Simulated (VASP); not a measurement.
Wanted: the native input for a VASP 6.6.1 run.

```yaml
Task: single point
Functional: LDA
Potentials_or_basis: VASP PAW LDA potentials, release 64 (Hf_pv, Cu)
Cutoff: 520 eV
k_mesh: 18 × 18 × 18
Occupations: gaussian, width 0.1 eV
Spin: no spin polarisation
Dipole_correction: no
Further_INCAR_settings: ALGO = Fast; EDIFF = 1e-06; NBANDS = 22
```

The structure of Hf2Cu lies in POSCAR:

```
Hf2Cu
1.0
   -1.5529293001      1.5529293001      5.4294687924
    1.5529293001     -1.5529293001      5.4294687924
    1.5529293001      1.5529293001     -5.4294687924
Hf Cu
2 1
Direct
    0.3446081186      0.3446081186      0.0000000000
    0.6553918814      0.6553918814      0.0000000000
    0.0000000000      0.0000000000      0.0000000000
```

The input as run:

INCAR

```
SYSTEM = Hf2Cu
  PREC = Accurate
  ENCUT = 520
  EDIFF = 1E-6
  ISMEAR = 0
  SIGMA = 0.1
  LREAL = .False.
  LASPH = .True.
  NELM = 100
  ALGO = Fast
  ISIF = 2
  LWAVE = .False.
  LCHARG = .False.
  GGA = CA
  NBANDS = 22
```

KPOINTS

```
Automatic mesh
0
Gamma
  18 18 18
  0 0 0
```

Potentials or basis: VASP PAW LDA potentials, release 64 (Hf_pv, Cu).

Command:

```sh
$ cat potpaw_LDA.64/Hf_pv/POTCAR potpaw_LDA.64/Cu/POTCAR > POTCAR
$ mpirun -np 1 vasp_std > vasp.out
```

It gave:

```yaml
Pressure: 0.1 GPa
Largest_force: 0.003 eV/Å
Band_gap_on_the_k_mesh: zero (an odd number of electrons rules out a gap without spin polarisation)
```

Caveat: spin-orbit coupling is left out, which moves the levels of the heavy elements.

Wall time 22 min on 1 thread of Intel(R) Xeon(R) 6975P-C (Granite Rapids) (shared host), peak memory 0.69 GiB.
